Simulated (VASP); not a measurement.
A run of VASP 6.6.1:

Contents of INCAR:

```
SYSTEM = YN
PREC = Accurate
ENCUT = 600
EDIFF = 1E-6
ISMEAR = 0
SIGMA = 0.01
LREAL = .FALSE.
LASPH = .TRUE.
NELM = 120
ALGO = Normal
ISIF = 2
LWAVE = .FALSE.
LCHARG = .FALSE.
GGA = PS
NBANDS = 15
GGA_COMPAT = .FALSE.
```

KPOINTS

```
regular mesh
0
G
  10 10 10
  0 0 0
```

File POSCAR:

```
YN
1.0
    0.0000000000      2.4192292098      2.4647604998
    2.4192292098      0.0000000000      2.4647604998
    2.4192292098      2.4192292098      0.0000000000
Y N
1 1
Direct
    0.0000000000      0.0000000000      0.0000000000
    0.5000000000      0.5000000000      0.5000000000
```

Potentials or basis: VASP PAW PBE potentials, release 64 (Y_sv, N).

Launch:

```bash
$ cat potpaw_PBE.64/Y_sv/POTCAR potpaw_PBE.64/N/POTCAR > POTCAR
$ mpirun -np 1 vasp_std > vasp.out
```

Hardware: 1 thread of AMD EPYC 7R43 64-Core Processor (Zen 3), on a shared host.

Task: How long does it take, and how much memory?

Result: Wall time 49 s on 1 thread of AMD EPYC 7R43 64-Core Processor (Zen 3), on a shared host, peak memory 0.18 GiB. Counts: scf iterations 13, k points 102.
